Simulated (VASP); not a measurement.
Here is a VASP 6.6.1 calculation.

File INCAR:

```
SYSTEM = As
  PREC = Accurate
  ENCUT = 500
  EDIFF = 1E-6
  ISMEAR = -1
  SIGMA = 0.1
  LREAL = .FALSE.
  LASPH = .TRUE.
  NELM = 120
  ALGO = Normal
  ISIF = 2
  LWAVE = .FALSE.
  LCHARG = .TRUE.
  GGA = PE
  LELF = .TRUE.
  LVHAR = .TRUE.
  NBANDS = 12
  GGA_COMPAT = .FALSE.
```

The input KPOINTS:

```
regular mesh
0
G
  4 4 4
  0 0 0
```

The input POSCAR:

```
As
1.0
   -3.0561542386      0.0000000000      3.0561542386
    0.0000000000      3.0561542386      3.0561542386
   -3.0561542386      3.0561542386      0.0000000000
As
2
Direct
    0.0000000000      0.0000000000      0.0000000000
    0.2500000000      0.2500000000      0.2500000000
```

Potentials or basis: VASP PAW PBE potentials, release 64 (As).

Launch:

```bash
$ cat potpaw_PBE.64/As/POTCAR > POTCAR
$ mpirun -np 1 vasp_std > vasp.out
```

What does it give for the band gap on the k mesh?

Zero (band 5 reaches 3.90 eV, above the bottom of band 6 at 2.28 eV).

What does it give for the pressure?

-1.4 GPa.

Caveat: the k points lie up to 0.45 Å⁻¹ apart.
